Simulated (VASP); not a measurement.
# Bi (Fm-3m) in VASP: further runs, part 2 of 3

VASP 6.6.1. The steps go on from the part before.

### 3 Single point, PBE (volume scaled by 0.4)

Input file INCAR:

```
PREC = Accurate
ENCUT = 520
EDIFF = 1E-7
ISMEAR = -1
SIGMA = 0.05
LREAL = F
LASPH = T
NELM = 80
ALGO = Normal
ISIF = 2
LWAVE = F
LCHARG = T
GGA = PE
LELF = T
LVHAR = T
NBANDS = 14
```

Input file KPOINTS:

```
Automatic mesh
0
Gamma
  14 14 14
```

Input file POSCAR:

```
Bi
1.0
    0.0000000000      1.8539334194      1.8539334194
    1.8539334194      0.0000000000      1.8539334194
    1.8539334194      1.8539334194      0.0000000000
Bi
1
Direct
    0.0000000000      0.0000000000      0.0000000000
```

Potentials or basis: VASP PAW PBE potentials, release 64 (Bi_d).

Command:

```bash
$ cat potpaw_PBE.64/Bi_d/POTCAR > POTCAR
$ mpirun -np 1 vasp_std > vasp.out
```

OUTCAR:

```text
PREC = Accurate
   ENCUT = 520
   EDIFF = 1E-7
   ISMEAR = -1
   LREAL = F
   LASPH = T
   NELM = 80
   ISIF = 2
   GGA = PE

 ion  position               nearest neighbor table
   1  0.000  0.000  0.000-

  LATTYP: Found a face centered cubic cell.
 ALAT       =     3.7078668388

  Lattice vectors:

 A1 = (   0.0000000000,   1.8539334194,   1.8539334194)
 A2 = (   1.8539334194,   0.0000000000,   1.8539334194)
 A3 = (   1.8539334194,   1.8539334194,   0.0000000000)

Analysis of symmetry for initial positions (statically):
=====================================================================
 Subroutine PRICEL returns:
 Original cell was already a primitive cell.

 Routine SETGRP: Setting up the symmetry group for a
 face centered cubic supercell.

 Subroutine GETGRP returns: Found 48 space group operations
[... 9 lines left out ...]

 Routine SETGRP: Setting up the symmetry group for a
 face centered cubic supercell.

 Subroutine GETGRP returns: Found 48 space group operations
[... 11 lines left out ...]
                                     Primitive cell

  volume of cell :      12.7442

  direct lattice vectors                    reciprocal lattice vectors
     0.000000000  1.853933419  1.853933419    -0.269696848  0.269696848  0.269696848
     1.853933419  0.000000000  1.853933419     0.269696848 -0.269696848  0.269696848
     1.853933419  1.853933419  0.000000000     0.269696848  0.269696848 -0.269696848

  length of vectors
     2.621857785  2.621857785  2.621857785     0.467128644  0.467128644  0.467128644

  position of ions in fractional coordinates (direct lattice)
     0.000000000  0.000000000  0.000000000

  ion indices of the primitive-cell ions
   primitive index   ion index
                 1           1

----------------------------------------------------------------------------------------

 KPOINTS: Automatic mesh

Automatic generation of k-mesh.
 Grid dimensions read from file:
 generate k-points for:   14   14   14

[... 82 lines left out ...]
     AMIX     =   0.40;   BMIX     =  1.00
     AMIX_MAG =   1.60;   BMIX_MAG =  1.00
  volume/ion in A,a.u.               =      12.74        86.00
  Fermi-wavevector in a.u.,A,eV,Ry     =   1.728494  3.266379 40.649994  2.987690
  Thomas-Fermi vector in A             =   2.803418
   LORBIT       =      0    0 simple, 1 ext, 2 COOP (PROOUT), +10 PAW based schemes
   GGA     = PE    functional components
   LHFCALC =     F    Hartree Fock is set to
   AEXX    =    0.0000 exact exchange contribution
   IVDW    =     0    specifies the selected vdW correction
   LEPSILON=     F    determine dielectric tensor
   LRPA    =     F    only Hartree local field effects (RPA)
 non-spin polarized calculation
  energy-cutoff  :      520.00
  volume of cell :       12.74
 maximum number of plane-waves:       351
   NGX =  9   NGY =  9   NGZ =  9

 number of electron      15.0000006 magnetization

 Free energy of the ion-electron system (eV)
  ---------------------------------------------------
  ext. energy  EPLUGINS =         0.00000000
  ---------------------------------------------------
  free energy    TOTEN  =         6.30353111 eV

  energy without entropy =        6.30786756  energy(sigma->0) =        6.30569933

 E-fermi :  25.6135     XC(G=0): -15.3462

 val. band max:       25.5820340725   @ k =   0.5000   0.3571   0.0714
 cond. band min:      25.6440458925   @ k =  -0.4286   0.4286   0.0000
 fundamental gap:      0.0620118200
 Fermi energy:        25.6134608580

 k-point     1 :       0.0000    0.0000    0.0000
  band No.  band energies     occupation
      1      -0.7026      2.00000
      2      -0.7026      2.00000
      3      -0.7026      2.00000
      4       0.3682      2.00000
      5       0.3682      2.00000
      6       0.8353      2.00000
      7      30.8337      0.00000
      8      35.3981      0.00000
      9      35.3981      0.00000
     10      35.3981      0.00000
     11      43.0949      0.00000
     12      44.0720      0.00000
     13      44.0720      0.00000
     14      44.0720      0.00000
[... 377 lines left out ...]
      1      -1.1622      2.00000
      2      -0.3664      2.00000
      3      -0.1349      2.00000
      4      -0.0484      2.00000
      5       0.8028      2.00000
      6       4.3230      2.00000
      7      26.0741      0.00020
      8      31.5363      0.00000
      9      32.0055      0.00000
     10      33.8373      0.00000
     11      37.6721      0.00000
     12      41.8662      0.00000
     13      42.2518      0.00000
     14      45.0966      0.00000

 [... further k-points ...]
[... 5 lines left out ...]
  --------------------------------------------------------------------------------------
  -------------------------------------------------------------------------------------
  Total       31.8509719     31.8509719     31.8509719      0.0000000     -0.0000000     -0.0000000
  in kB     4004.2471639   4004.2471639   4004.2471639      0.0000000     -0.0000000     -0.0000000
  external PRESSURE =    4004.2471639 kB  Pullay stress =       0.0000000 kB

 VOLUME and BASIS-vectors are now :
 -----------------------------------------------------------------------------
  energy-cutoff  :      520.00
  volume of cell :       12.74
      direct lattice vectors                 reciprocal lattice vectors
     0.000000000  1.853933419  1.853933419    -0.269696848  0.269696848  0.269696848
     1.853933419  0.000000000  1.853933419     0.269696848 -0.269696848  0.269696848
     1.853933419  1.853933419  0.000000000     0.269696848  0.269696848 -0.269696848

 POSITION                                       TOTAL-FORCE (eV/Angst)
 -----------------------------------------------------------------------------------
      0.00000      0.00000      0.00000         0.000000      0.000000      0.000000
 -----------------------------------------------------------------------------------
    total drift:                                0.000000      0.000000      0.000000

  FREE ENERGIE OF THE ION-ELECTRON SYSTEM (eV)
  ---------------------------------------------------
  free  energy   TOTEN  =         6.3035311094 eV

  energy  without entropy=        6.3078675587  energy(sigma->0) =        6.30569933
```

OSZICAR:

```text
N       E                     dE             d eps       ncg     rms          rms(c)
DAV:   1     0.115956783954E+03    0.11596E+03   -0.73578E+03  3100   0.163E+03
DAV:   2     0.105657366196E+02   -0.10539E+03   -0.10118E+03  3278   0.365E+02
DAV:   3     0.609261277380E+01   -0.44731E+01   -0.44530E+01  3632   0.724E+01
DAV:   4     0.602773062576E+01   -0.64882E-01   -0.64867E-01  3506   0.822E+00
DAV:   5     0.602598357432E+01   -0.17471E-02   -0.17470E-02  3808   0.129E+00    0.256E+00
DAV:   6     0.620235860343E+01    0.17638E+00   -0.21476E-02  4326   0.253E+00    0.143E+00
DAV:   7     0.630252870272E+01    0.10017E+00   -0.35651E-02  4268   0.280E+00    0.122E-01
DAV:   8     0.630342194365E+01    0.89324E-03   -0.12787E-03  3730   0.524E-01    0.988E-03
DAV:   9     0.630349038268E+01    0.68439E-04   -0.41048E-05  3678   0.138E-01    0.949E-03
DAV:  10     0.630352934845E+01    0.38966E-04   -0.89125E-06  3722   0.529E-02    0.142E-03
DAV:  11     0.630353081436E+01    0.14659E-05   -0.49997E-07  3768   0.854E-03    0.302E-04
DAV:  12     0.630353115516E+01    0.34080E-06   -0.18312E-08  2332   0.258E-03    0.521E-05
DAV:  13     0.630353110936E+01   -0.45797E-07   -0.29621E-09  1906   0.759E-04
   1 F= 0.63035311E+01 E0= 0.63056993E+01  d E =-.433645E-02
```

Wall time 32 s (1 thread of Intel Xeon Platinum 8375C at 2.90GHz (Ice Lake), shared host); peak memory 0.13 GiB.

What came out:

```yaml
Free_energy: 6.3035 eV
Pressure: 400.4 GPa
```

Caveat: spin-orbit coupling is left out, which moves the levels of the heavy elements.

### 4 Single point, PBE (volume scaled by 0.5)

Input file INCAR:

```
SYSTEM = Bi
PREC = Accurate ; ENCUT = 520
EDIFF = 1E-6 ; ISMEAR = -1
SIGMA = 0.05 ; LREAL = .False.
LASPH = .True. ; NELM = 100
ALGO = Normal ; ISIF = 2
LWAVE = .False. ; LCHARG = .False.
GGA = PE ; NBANDS = 14
```

Input file KPOINTS:

```
Automatic mesh
0
Gamma
  14 14 14
  0 0 0
```

Input file POSCAR:

```
Bi
1.0
    0.0000000000      1.9970892359      1.9970892359
    1.9970892359      0.0000000000      1.9970892359
    1.9970892359      1.9970892359      0.0000000000
Bi
1
Direct
    0.0000000000      0.0000000000      0.0000000000
```

Potentials or basis: VASP PAW PBE potentials, release 64 (Bi_d).

Command:

```bash
$ cat potpaw_PBE.64/Bi_d/POTCAR > POTCAR
$ mpirun -np 1 vasp_std > vasp.out
```

OUTCAR:

```text
SYSTEM = Bi
   PREC = Accurate
   ENCUT = 520
   EDIFF = 1E-6
   ISMEAR = -1
   LREAL = .False.
   LASPH = .True.
   NELM = 100
   ISIF = 2
   GGA = PE

 ion  position               nearest neighbor table
   1  0.000  0.000  0.000-

  LATTYP: Found a face centered cubic cell.
 ALAT       =     3.9941784718

  Lattice vectors:

 A1 = (   0.0000000000,   1.9970892359,   1.9970892359)
 A2 = (   1.9970892359,   0.0000000000,   1.9970892359)
 A3 = (   1.9970892359,   1.9970892359,   0.0000000000)

Analysis of symmetry for initial positions (statically):
[... 579 lines left out ...]
      9      26.2423      0.00000
     10      27.1250      0.00000
     11      30.5427      0.00000
     12      35.5270      0.00000
     13      35.7467      0.00000
     14      37.4254      0.00000

 [... further k-points ...]
[... 5 lines left out ...]
  --------------------------------------------------------------------------------------
  -------------------------------------------------------------------------------------
  Total       17.7227105     17.7227105     17.7227105     -0.0000000     -0.0000000     -0.0000000
  in kB     1782.4539485   1782.4539485   1782.4539485     -0.0000000     -0.0000000     -0.0000000
  external PRESSURE =    1782.4539485 kB  Pullay stress =       0.0000000 kB

 VOLUME and BASIS-vectors are now :
 -----------------------------------------------------------------------------
  energy-cutoff  :      520.00
  volume of cell :       15.93
      direct lattice vectors                 reciprocal lattice vectors
     0.000000000  1.997089236  1.997089236    -0.250364376  0.250364376  0.250364376
     1.997089236  0.000000000  1.997089236     0.250364376 -0.250364376  0.250364376
     1.997089236  1.997089236  0.000000000     0.250364376  0.250364376 -0.250364376

 POSITION                                       TOTAL-FORCE (eV/Angst)
 -----------------------------------------------------------------------------------
      0.00000      0.00000      0.00000        -0.000000      0.000000      0.000000
 -----------------------------------------------------------------------------------
    total drift:                               -0.000000      0.000000     -0.000000

  FREE ENERGIE OF THE ION-ELECTRON SYSTEM (eV)
  ---------------------------------------------------
  free  energy   TOTEN  =         0.8865812329 eV

  energy  without entropy=        0.8906487076  energy(sigma->0) =        0.88861497
```

OSZICAR:

```text
N       E                     dE             d eps       ncg     rms          rms(c)
DAV:   1     0.113689220544E+03    0.11369E+03   -0.75341E+03  3034   0.154E+03
DAV:   2     0.597646251746E+01   -0.10771E+03   -0.10361E+03  3284   0.365E+02
DAV:   3     0.881578005801E+00   -0.50949E+01   -0.50600E+01  3614   0.744E+01
DAV:   4     0.792303738317E+00   -0.89274E-01   -0.89250E-01  3574   0.951E+00
DAV:   5     0.789313409457E+00   -0.29903E-02   -0.29903E-02  3928   0.168E+00    0.156E+00
DAV:   6     0.851242698577E+00    0.61929E-01   -0.10794E-02  4358   0.178E+00    0.857E-01
DAV:   7     0.885967571464E+00    0.34725E-01   -0.13010E-02  4442   0.178E+00    0.812E-02
DAV:   8     0.886516276849E+00    0.54871E-03   -0.65755E-04  3826   0.387E-01    0.137E-02
DAV:   9     0.886562436581E+00    0.46160E-04   -0.23562E-05  3602   0.929E-02    0.841E-03
DAV:  10     0.886580727064E+00    0.18290E-04   -0.41464E-06  3802   0.323E-02    0.593E-04
DAV:  11     0.886581232855E+00    0.50579E-06   -0.14554E-07  2098   0.377E-03
   1 F= 0.88658123E+00 E0= 0.88861497E+00  d E =-.406747E-02
```

It took 35 s on 1 thread of Intel Xeon Platinum 8375C at 2.90GHz (Ice Lake), shared host; peak memory 0.15 GiB.

What came out:

| Item | Value |
| --- | --- |
| Free energy | 0.8866 eV |
| Pressure | 178.2 GPa |

Caveat: spin-orbit coupling is left out, which moves the levels of the heavy elements.

(Continued in part 3 of 3.)
